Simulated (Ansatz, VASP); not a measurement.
# One calculation of SnO2, two programs

POSCAR

```
SnO2
1.0
    0.0000000000      2.5334669704      2.5334669704
    2.5334669704      0.0000000000      2.5334669704
    2.5334669704      2.5334669704      0.0000000000
Sn O
1 2
Direct
    0.0000000000      0.0000000000      0.0000000000
    0.2500000000      0.2500000000      0.2500000000
    0.7500000000      0.7500000000      0.7500000000
```

File INCAR.step1:

```
SYSTEM = SnO2
ALGO     = Normal         ! electronic algorithm
EDIFF    = 1E-5           ! SCF threshold, eV
ENCUT    = 520            ! plane-wave cutoff, eV
GGA      = PE             ! functional
ISIF     = 2              ! what is computed and relaxed
ISMEAR   = 0              ! smearing method
LASPH    = .TRUE.         ! aspherical terms in the spheres
LCHARG   = .FALSE.        ! write CHGCAR
LREAL    = .FALSE.        ! projectors in reciprocal space
LWAVE    = .TRUE.         ! write WAVECAR
NBANDS   = 20             ! bands
NELM     = 100            ! most SCF steps
PREC     = Accurate       ! precision mode
SIGMA    = 0.01           ! smearing width, eV
```

File INCAR.step2:

```
SYSTEM = SnO2
AEXX     = 0.15           ! exact-exchange fraction
ALGO     = Normal         ! electronic algorithm
EDIFF    = 1E-6           ! SCF threshold, eV
ENCUT    = 520            ! plane-wave cutoff, eV
GGA      = PE             ! functional
HFSCREEN = 0.2078         ! screening, 1/A
ISIF     = 2              ! what is computed and relaxed
ISMEAR   = 0              ! smearing method
ISTART   = 1            
LASPH    = .TRUE.         ! aspherical terms in the spheres
LCHARG   = .FALSE.        ! write CHGCAR
LHFCALC  = .TRUE.         ! exact exchange
LREAL    = .FALSE.        ! projectors in reciprocal space
LWAVE    = .FALSE.        ! write WAVECAR
NBANDS   = 20             ! bands
NELM     = 100            ! most SCF steps
PREC     = Accurate       ! precision mode
PRECFOCK = Normal       
SIGMA    = 0.01           ! smearing width, eV
```

File KPOINTS:

```
k-points
0
G
  4 4 4
  0 0 0
```

Input for Ansatz:

```yaml
crystal:
  lattice:
    - [0.0, 2.5334669704, 2.5334669704]
    - [2.5334669704, 0.0, 2.5334669704]
    - [2.5334669704, 2.5334669704, 0.0]
  atoms:
    - { symbol: Sn, position: [0.0, 0.0, 0.0] }
    - { symbol: O, position: [0.25, 0.25, 0.25] }
    - { symbol: O, position: [0.75, 0.75, 0.75] }
kpoints:
  mp_grid: { grid: [4, 4, 4] }
hamiltonian:
  xc:
    exchange: pbe
    correlation: pbe
    exx: { coeff: 0.15, omega: 0.2078 }
scf:
  occupations: { method: fixed }
  n_extra_bands: 4
output:
  forces: true
  stress: true
  eigenvalues: true
```

Alike in both runs: task single point; functional PBE-based screened hybrid; k mesh 4 × 4 × 4; no spin polarisation.

|  | VASP | Ansatz |
| --- | --- | --- |
| version | VASP 6.6.1 | Ansatz 0.2.0 |
| potentials or method | VASP PAW PBE potentials, release 64 (Sn_d, O) | plane waves |
| plane-wave cutoff (eV) | 520 | 420 |
| occupations | gaussian, width 0.01 eV | fixed |
| valence electrons in the cell | 26 | 26 |

|  | VASP | Ansatz | Ansatz less VASP |
| --- | --- | --- | --- |
| gap on the k mesh at the Fermi level (eV) | 1.09 | 1.10 | +0.010 |
| pressure (GPa) | 2.5 | 1.7 | -0.79 |

VASP's potentials were made for PBE, not for PBE-based screened hybrid. Ansatz's warnings: stress exchange threshold loose, stress scf threshold loose.

The k mesh is coarse, so the values compare programs but aren't converged.
